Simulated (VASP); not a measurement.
A run of VASP 6.6.1:

POSCAR

```
Al
1.0
   -1.4288920766      1.4282300293      2.0200490114
    1.4288920766     -1.4282300293      2.0200490114
    1.4288920766      1.4282300293     -2.0200490114
Al
1
Direct
    0.0000000000      0.5000000000      0.5000000000
```

File INCAR.step1:

```
SYSTEM = Al
PREC = Accurate ; ENCUT = 520
EDIFF = 1E-6 ; ISMEAR = 0
SIGMA = 0.1 ; LREAL = .FALSE.
LASPH = .TRUE. ; NELM = 100
ALGO = Fast ; ISIF = 2
LWAVE = .FALSE. ; LCHARG = .TRUE.
GGA = PE ; NBANDS = 8
```

Contents of KPOINTS.step1:

```
Automatic mesh
0
G
  28 28 28
  0 0 0
```

The input INCAR.step2:

```
SYSTEM = Al
PREC = Accurate ; ENCUT = 520
EDIFF = 1E-6 ; ISMEAR = -5
SIGMA = 0.1 ; LREAL = .FALSE.
LASPH = .TRUE. ; NELM = 100
ALGO = Fast ; ISIF = 2
LWAVE = .FALSE. ; LCHARG = .FALSE.
GGA = PE ; LORBIT = 11
NBANDS = 8 ; NEDOS = 1001
ICHARG = 11
```

Contents of KPOINTS.step2:

```
Automatic mesh
0
G
  42 42 42
  0 0 0
```

Potentials or basis: VASP PAW PBE potentials, release 64 (Al).

Command:

```sh
$ cat potpaw_PBE.64/Al/POTCAR > POTCAR
$ cp INCAR.step1 INCAR
$ cp KPOINTS.step1 KPOINTS
$ mpirun -np 1 vasp_std > vasp.out
$ cp INCAR.step2 INCAR
$ cp KPOINTS.step2 KPOINTS
$ mpirun -np 1 vasp_std > vasp.out
```

Hardware: 1 thread of Oxide Virtual Turin-like Processor, on a shared host.

**Question.** How long does it take, and how much memory?

**Answer.** Wall time 25 min on 1 thread of Oxide Virtual Turin-like Processor (shared host), peak memory 1.4 GiB. Counts: k points 9955.
